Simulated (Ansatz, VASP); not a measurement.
# Co in VASP and in Ansatz

```
CELL_PARAMETERS angstrom
2.46489 0.00000 0.00000
-1.23245 2.13466 0.00000
0.00000 0.00000 4.00091
ATOMIC_POSITIONS crystal
Co 0.33333 0.66667 0.25000
Co 0.66667 0.33333 0.75000
```

Alike in both runs: task single point; functional PBE; k mesh 15 × 15 × 8; collinear spin.

```csv
,VASP,Ansatz
version,VASP 6.6.1,Ansatz 0.2.0
potentials or method,"VASP PAW PBE potentials, release 64 (Co), cutoff 520 eV","plane waves, PAW"
occupations,"fermi-dirac, width 0.1 eV",fermi-dirac
valence electrons in the cell,18,34
```

```tsv
	VASP	Ansatz	Ansatz less VASP
net moment per atom (μB)	1.59	1.60	+0.006
size of the moment on the site where the two differ most (μB)	1.60	1.67	+0.065
```

Site moments also hang on the region over which each program counts them. VASP's potentials hold 18 valence electrons a cell and Ansatz's 34, so a difference there can come from the potentials and not from the codes.
